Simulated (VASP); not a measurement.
Runs of VASP 6.6.1 on AgI (Iodargyrite). It takes space group P6_3mc (No. 186, hexagonal). Conventional cell: a = 4.590 Å, b = 4.590 Å, c = 7.520 Å, α = 90.00°, β = 90.00°, γ = 120.00°. Within 3.7 Å of Ag (site symmetry 3m) lie 4 I at 2.78 to 2.82 Å. Within 3.7 Å of I (site symmetry 3m) lie 4 Ag at 2.78 to 2.82 Å. 

| k mesh | gap on the mesh (eV) | pressure (GPa) | largest force (eV/Å) |
| --- | --- | --- | --- |
| 2 × 2 × 1 | 1.35 | 2.9 | 0.02 |
| 6 × 6 × 3 | 1.38 | 1.8 | 0.08 |
| 4 × 4 × 3 | 1.38 | 1.8 | 0.07 |
| 3 × 3 × 2 | (b) | 2.1 | (a) |

Alike in all rows: task single point; level PBE; potentials or basis VASP PAW PBE potentials, release 64 (Ag, I); no spin polarisation; cell as given; cutoff (eV) 500; smearing gaussian 0.01 eV.

Q: Estimate the missing entries.

A: (a) 0.04; (b) 1.37.

Caveats: some runs use coarse meshes; spin-orbit coupling is left out, which moves the levels of the heavy elements.

A k mesh can miss the band edges, and the runs leave out spin-orbit coupling on Ag, I.
